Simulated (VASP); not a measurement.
Crystal: SbC.

```xyz
8
Lattice="5.0757 0.0000 0.0000 0.0000 5.0757 0.0000 0.0000 0.0000 5.0757" Properties=species:S:1:pos:R:3 pbc="T T T"
Sb    0.6801    0.6801    0.6801
Sb    1.8577    4.3955    3.2180
Sb    3.2180    1.8577    4.3955
Sb    4.3955    3.2180    1.8577
C     4.2864    4.2864    4.2864
C     3.3271    0.7893    1.7486
C     1.7486    3.3271    0.7893
C     0.7893    1.7486    3.3271
```

- Program: VASP 6.6.1
- Task: relaxation of cell and atoms
- Functional: PBE
- Potentials or basis: VASP PAW PBE potentials, release 64 (Sb, C)
- Cutoff: 600 eV
- k mesh: 4 × 4 × 4
- Occupations: gaussian, width 0.1 eV
- Spin: no spin polarisation

At the start: pressure -1.6 GPa; volume 16.35 Å³/atom.

Where does the relaxation end?

Over 76 steps the energy falls by 812.6 meV/atom and the volume is 18.38 Å³/atom (+12.5 %); space group F-43m (No. 216, to 0.05 Å).

The path:
```
step  energy change (eV)  largest force (eV/Å)  pressure (GPa)  volume (Å³)
   1              0.0000                1.0216           -1.56       130.76
   3             -0.5623                1.1458           10.11       119.05
   5             -0.5976                1.0094           15.04       115.96
   7             -0.8095                0.6601           18.09       115.28
   9             -1.2400                0.5210           20.80       117.15
  11             -3.2482                0.7944            7.39       144.13
  13             -4.2304                0.4530           -1.07       197.40
  15             -4.2365                0.4718           -0.61       194.45
  17             -4.3342                0.5100           -0.25       194.07
  19             -4.7597                0.6233            0.42       192.36
  21             -4.2986                1.5647          -11.38       185.60
  23             -5.5005                0.1278           -2.90       185.35
  25             -5.7898                0.4063            3.40       153.85
  27             -5.8492                0.0849            1.16       155.13
  29             -5.8577                0.0837            0.18       157.29
  31             -5.8591                0.0799            0.03       157.90
  33             -5.8642                0.0978            0.45       158.25
  35             -5.8666                0.0849            0.18       158.92
  37             -5.8682                0.0623           -0.30       160.13
  39             -5.8727                0.0738           -0.30       160.09
  41             -5.8981                0.1161           -0.37       159.94
  43             -5.9908                0.2143           -1.78       159.32
  45              9.0188               18.8645           33.94       156.87
  47             -6.1478                0.3076           -5.90       158.15
  49             -6.1934                0.3825           -5.74       158.31
  51             -6.1941                0.4026           -5.66       158.34
  53             -6.1965                0.3928           -5.68       158.26
  55             -6.1995                0.3319           -5.72       157.93
  57             -6.2020                0.3520           -5.70       157.96
  59             -6.2207                0.3480           -5.50       157.45
  61             -6.2885                0.3305           -4.64       155.40
  63             -6.4336                0.2425           -0.54       147.38
  65             -6.4361                0.2291            0.06       146.39
  67             -6.4422                0.1933            0.03       146.48
  69             -6.4588                0.1874           -0.04       146.88
  71             -6.4603                0.2340           -0.06       147.03
  73             -6.4786                0.1735            0.01       147.03
  75             -6.4904                0.0775            0.03       147.05
  76             -6.5005                0.0287            0.09       147.04
```

Final structure:
```xyz
8
Lattice="5.2781 0.0000 0.0000 0.0000 5.2781 0.0000 0.0000 0.0000 5.2781" Properties=species:S:1:pos:R:3 pbc="T T T"
Sb    1.3214    1.3214    1.3214
Sb    1.3177    3.9568    3.9604
Sb    3.9604    1.3177    3.9568
Sb    3.9568    3.9604    1.3177
C     2.6379    2.6379    2.6379
C     0.0012    2.6403    5.2770
C     5.2770    0.0012    2.6403
C     2.6403    5.2770    0.0012
```
